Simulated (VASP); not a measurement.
# Sr (Im-3m) in VASP: single point with r2SCAN+D3(BJ)

Aim: the single point of Sr with r2SCAN+D3(BJ).

Everything below comes from runs of VASP 6.6.1. Logs are shortened: lines on timing, memory, paths and dates and some standing lists are left out, and cuts for length are marked.

## (1) The cell of the first run

Symmetry: Im-3m, No. 229, cubic system. The conventional cell has a = 4.966 Å, b = 4.966 Å, c = 4.966 Å, α = 90.00°, β = 90.00°, γ = 90.00°. Within 5.6 Å of Sr (site symmetry m-3m) lie 14 Sr at 4.30 to 4.97 Å.

This isn't the form of Sr at room conditions, which is fcc.

## (2) Single point, r2SCAN+D3(BJ), non-collinear spin, zero start, spin-orbit coupling

Input file POSCAR:

```
Sr
1.0
   -2.4827572226      2.4827572226      2.4827572226
    2.4827572226     -2.4827572226      2.4827572226
    2.4827572226      2.4827572226     -2.4827572226
Sr
1
Direct
    0.0000000000      0.0000000000      0.0000000000
```

Input file INCAR.step1:

```
PREC = Accurate
ENCUT = 520
ISMEAR = -1
SIGMA = 0.025
LREAL = F
LASPH = T
NELM = 150
MAGMOM = 0 0 0
LSORBIT = T
GGA_COMPAT = F
NBANDS = 21
GGA = PE
ALGO = Normal
EDIFF = 1E-4
LWAVE = T
LCHARG = F
```

Input file INCAR.step2:

```
PREC = Accurate
ENCUT = 520
EDIFF = 1E-7
ISMEAR = -1
SIGMA = 0.025
LREAL = F
LASPH = T
NELM = 150
ALGO = Normal
ISIF = 2
LWAVE = F
LCHARG = T
MAGMOM = 0 0 0
LORBIT = 11
LSORBIT = T
GGA_COMPAT = F
LORBMOM = T
METAGGA = R2SCAN
LMIXTAU = T
IVDW = 12
VDW_S6 = 1.0
VDW_S8 = 0.78981345
VDW_A1 = 0.49484001
VDW_A2 = 5.73083694
LVHAR = T
NBANDS = 21
ISTART = 1
```

Input file KPOINTS:

```
Automatic mesh
0
Gamma
  8 8 8
```

Potentials or basis: VASP PAW PBE potentials, release 64 (Sr_sv).

Command:

```bash
cat potpaw_PBE.64/Sr_sv/POTCAR > POTCAR
cp INCAR.step1 INCAR
mpirun -np 1 vasp_ncl > vasp.out
cp INCAR.step2 INCAR
mpirun -np 1 vasp_ncl > vasp.out
```

OUTCAR:

```text
PREC = Accurate
   ENCUT = 520
   EDIFF = 1E-7
   ISMEAR = -1
   LREAL = F
   LASPH = T
   NELM = 150
   ISIF = 2
   LORBIT = 11
   LSORBIT = T
   METAGGA = R2SCAN
   IVDW = 12
   ISTART = 1
 IVDW          = 12

 ion  position               nearest neighbor table
   1  0.000  0.000  0.000-

  LATTYP: Found a body centered cubic cell.
 ALAT       =     4.9655144452

  Lattice vectors:

 A1 = (  -2.4827572226,   2.4827572226,   2.4827572226)
 A2 = (   2.4827572226,  -2.4827572226,   2.4827572226)
 A3 = (   2.4827572226,   2.4827572226,  -2.4827572226)

Analysis of symmetry for initial positions (statically):
=====================================================================
 Subroutine PRICEL returns:
 Original cell was already a primitive cell.

 Routine SETGRP: Setting up the symmetry group for a
 body centered cubic supercell.

 Subroutine GETGRP returns: Found 48 space group operations
 (whereof 48 operations were pure point group operations)
 out of a pool of 48 trial point group operations.

The static configuration has the point symmetry O_h .

Analysis of symmetry for dynamics (positions and initial velocities):
=====================================================================
 Subroutine PRICEL returns:
 Original cell was already a primitive cell.

 Routine SETGRP: Setting up the symmetry group for a
 body centered cubic supercell.

 Subroutine GETGRP returns: Found 48 space group operations
 (whereof 48 operations were pure point group operations)
 out of a pool of 48 trial point group operations.

The dynamic configuration has the point symmetry O_h .

Analysis of structural, dynamic, and magnetic symmetry:
=====================================================================
 Subroutine PRICEL returns:
 Original cell was already a primitive cell.

 Routine SETGRP: Setting up the symmetry group for a
 body centered cubic supercell.

 Subroutine GETGRP returns: Found 48 space group operations
 (whereof 48 operations were pure point group operations)
 out of a pool of 48 trial point group operations.

The overall configuration has the point symmetry O_h .

 Subroutine INISYM returns: Found 48 space group operations
 (whereof 48 operations are pure point group operations),
 and found     1 'primitive' translations

[... 150 lines left out ...]
  band No.  band energies     occupation
      1     -36.9866      1.00000
      2     -36.9866      1.00000
      3     -19.0263      1.00000
      4     -19.0263      1.00000
      5     -17.8921      1.00000
      6     -17.8921      1.00000
[... 565 lines left out ...]
     20       5.6570      0.00000
     21       7.8263      0.00000

 [... further k-points ...]

------------------------ aborting loop because EDIFF is reached ----------------------------------------

 Edisp (eV)   -0.08232

 E8    (eV) :    -0.0371

  FORCE on cell =-STRESS in cart. coord.  units (eV):
  Direction    XX          YY          ZZ          XY          YZ          ZX
  --------------------------------------------------------------------------------------
  -------------------------------------------------------------------------------------
  Total      -0.40976    -0.40976    -0.40976     0.00000    -0.00000     0.00000
  in kB     -10.72439   -10.72439   -10.72439     0.00000    -0.00000     0.00000
  external pressure =      -10.72 kB  Pullay stress =        0.00 kB

 VOLUME and BASIS-vectors are now :
 -----------------------------------------------------------------------------
  energy-cutoff  :      520.00
  volume of cell :       61.22
      direct lattice vectors                 reciprocal lattice vectors
    -2.482757223  2.482757223  2.482757223     0.000000000  0.201389002  0.201389002
     2.482757223 -2.482757223  2.482757223     0.201389002  0.000000000  0.201389002
     2.482757223  2.482757223 -2.482757223     0.201389002  0.201389002  0.000000000

 POSITION                                       TOTAL-FORCE (eV/Angst)
 -----------------------------------------------------------------------------------
      0.00000      0.00000      0.00000         0.000000      0.000000      0.000000
 -----------------------------------------------------------------------------------
    total drift:                               -0.000000      0.000000      0.000000

  FREE ENERGIE OF THE ION-ELECTRON SYSTEM (eV)
  ---------------------------------------------------
  free  energy   TOTEN  =       -15.2379837338 eV

  energy  without entropy=      -15.2340989918  energy(sigma->0) =      -15.23604136

 orbital moment (x)

 # of ion     p       d       tot
 ----------------------------------------
  1         0.000   0.000   0.000
 ----------------------------------------
            0.000   0.000   0.000

 orbital moment (y)

 # of ion     p       d       tot
 ----------------------------------------
  1         0.000   0.000   0.000
 ----------------------------------------
            0.000   0.000   0.000

 orbital moment (z)

 # of ion     p       d       tot
 ----------------------------------------
  1         0.000  -0.000  -0.000
 ----------------------------------------
            0.000  -0.000  -0.000

 Spin-Orbit-Coupling matrix elements

 Ion:    1  E_soc:     -0.1640237
 l=   1
     0.0000000    -0.0273400    -0.0273400
    -0.0273400     0.0000000    -0.0273400
    -0.0273400    -0.0273400     0.0000000
 l=   2
     0.0000000     0.0000039     0.0000000     0.0000039    -0.0000011
     0.0000039     0.0000000    -0.0000008     0.0000039    -0.0000003
     0.0000000    -0.0000008     0.0000000    -0.0000008     0.0000000
     0.0000039     0.0000039    -0.0000008     0.0000000    -0.0000003
    -0.0000011    -0.0000003     0.0000000    -0.0000003     0.0000000
 l=   3
     0.0000000     0.0000000     0.0000000     0.0000000     0.0000000     0.0000000     0.0000000
     0.0000000     0.0000000     0.0000000     0.0000000     0.0000000     0.0000000     0.0000000
     0.0000000     0.0000000     0.0000000     0.0000000     0.0000000     0.0000000     0.0000000
     0.0000000     0.0000000     0.0000000     0.0000000     0.0000000     0.0000000     0.0000000
     0.0000000     0.0000000     0.0000000     0.0000000     0.0000000     0.0000000     0.0000000
     0.0000000     0.0000000     0.0000000     0.0000000     0.0000000     0.0000000     0.0000000
     0.0000000     0.0000000     0.0000000     0.0000000     0.0000000     0.0000000     0.0000000

 total charge

# of ion       s       p       d       tot
------------------------------------------
    1        2.050   5.830   0.102   7.983

 magnetization (x)

# of ion       s       p       d       tot
------------------------------------------
    1        0.000   0.000  -0.000   0.000

 magnetization (y)

# of ion       s       p       d       tot
------------------------------------------
    1       -0.000   0.000   0.000  -0.000

 magnetization (z)

# of ion       s       p       d       tot
------------------------------------------
    1       -0.000   0.000  -0.000  -0.000
```

It took 2.3 min on 1 thread of Intel Xeon 6975P-C (Granite Rapids), shared host; peak memory 0.39 GiB.

Results:

* Free energy: -15.2380 eV
* Pressure: -1.1 GPa
* Net moment: 0.00 μB per cell
* Valence electrons inside the program's atomic spheres: Sr 7.98
* Dispersion energy per atom: -0.082 eV

Moments on the atoms (μB; x, y, z):
```
Sr  0.00 0.00 0.00
```

Caveat: three body term missing; the PAW data sets were made with another functional, which shifts forces and pressure a little.
